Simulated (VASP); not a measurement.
GaN, 4 atoms in the cell. It takes space group Cc (No. 9, monoclinic). The conventional cell has a = 3.189 Å, b = 5.524 Å, c = 5.185 Å, α = 90.00°, β = 90.69°, γ = 90.00°. Ga (site symmetry 1) has 4 N at 1.95 Å within 2.6 Å. Within 2.6 Å of N (site symmetry 1) lie 4 Ga at 1.95 Å. 

| Item | Value |
| --- | --- |
| Program | VASP 6.6.1 |
| Task | single point |
| Functional | PBE |
| Potentials or basis | VASP PAW PBE potentials, release 64 (Ga_d, N) |
| Cutoff | 520 eV |
| k mesh | 8 × 8 × 5 |
| Occupations | gaussian, width 0.05 eV |
| Spin | no spin polarisation |
| Dipole correction | no |
| Further INCAR settings | ALGO = Normal; EDIFF = 1e-06; NBANDS = 26 |

Potentials or basis: VASP PAW PBE potentials, release 64 (Ga_d, N).

Launch:

```sh
$ cat potpaw_PBE.64/Ga_d/POTCAR potpaw_PBE.64/N/POTCAR > POTCAR
$ mpirun -np 1 vasp_std > vasp.out
```

Hardware: 1 thread of AMD EPYC 7R13 (shared host).

Question: How long does it take, and how much memory?

Answer: It took 2.5 min on 1 thread of AMD EPYC 7R13, on a shared host, peak memory 0.19 GiB. Counts: scf iterations 14, k points 93.
